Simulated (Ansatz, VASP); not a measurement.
Two plane-wave programs on Li2Hg

File INCAR:

```
SYSTEM = Li2Hg
ALGO = Fast
EDIFF = 1E-6
EDIFFG = -0.01
ENCUT = 600
GGA = PE
IBRION = 2
ISIF = 3
ISMEAR = 0
LASPH = .True.
LCHARG = .False.
LREAL = .False.
LWAVE = .False.
NELM = 80
NSW = 100
PREC = Accurate
SIGMA = 0.1
```

Contents of KPOINTS:

```
k-points
0
Gamma
  8 8 8
  0 0 0
```

Contents of POSCAR:

```
Li2Hg
1.0
   -3.2053988422      3.2053988422      2.9962386271
    3.2053988422     -3.2053988422      2.9962386271
    3.2053988422      3.2053988422     -2.9962386271
Li Hg
4 2
Direct
    0.6640098915      0.1640098915      0.8280197829
    0.1640098915      0.3359901085      0.5000000000
    0.3359901085      0.8359901085      0.1719802171
    0.8359901085      0.6640098915      0.5000000000
    0.2500000000      0.2500000000      0.0000000000
    0.7500000000      0.7500000000      0.0000000000
```

Input for Ansatz:

```yaml
crystal:
  lattice:
    - [-3.2053988422, 3.2053988422, 2.9962386271]
    - [3.2053988422, -3.2053988422, 2.9962386271]
    - [3.2053988422, 3.2053988422, -2.9962386271]
  atoms:
    - { symbol: Li, position: [0.6640098915, 0.1640098915, 0.8280197829] }
    - { symbol: Li, position: [0.1640098915, 0.3359901085, 0.5] }
    - { symbol: Li, position: [0.3359901085, 0.8359901085, 0.1719802171] }
    - { symbol: Li, position: [0.8359901085, 0.6640098915, 0.5] }
    - { symbol: Hg, position: [0.25, 0.25, 0.0] }
    - { symbol: Hg, position: [0.75, 0.75, 0.0] }
basis:
  ecutwfc: 420
kpoints:
  mp_grid: { grid: [8, 8, 8] }
hamiltonian:
  xc: pbe
scf:
  occupations: { method: gaussian, width: 0.1 }
output:
  forces: true
  stress: true
  eigenvalues: true
  write_density: true
  write_potential: true
  elf: true
  volumetric_format: npy
relax:
  adjacent_minimum: "off"
  f_tol: 0.01
  max_steps: 80
  cell: { stress_tol: 0.05 }
```

Alike in both runs: task relaxation of cell and atoms; functional PBE; k mesh 8 × 8 × 8; occupations gaussian, width 0.1 eV; no spin polarisation.

|  | VASP | Ansatz |
| --- | --- | --- |
| version | VASP 6.6.1 | Ansatz 0.2.0 |
| potentials or method | VASP PAW PBE potentials, release 64 (Li_sv, Hg), cutoff 600 eV | scalar-relativistic, plane waves, PAW |
| valence electrons in the cell | 36 | 52 |

Ansatz gave:

```
gap on the k mesh at the Fermi level, each at its own relaxed structure (eV) : none
relaxed volume (Å³/atom)                                                     : 20.37
relaxed length of the cell vector where the two differ most in proportion (Å)              : 5.417
```

Task: Estimate VASP's values.

Result: gap on the k mesh at the Fermi level, each at its own relaxed structure (eV): none; relaxed volume (Å³/atom): 20.34; relaxed length of the cell vector where the two differ most in proportion (Å): 5.414.

A gap of «none» marks a metal or a gap that the smearing closes. VASP's potentials hold 36 valence electrons a cell and Ansatz's 52, so a difference there can come from the potentials and not from the codes.

Spin-orbit coupling is off throughout. Noted on VASP's run: the cutoff is under 1.25 times that of the potentials, so the pressure is a little rough.
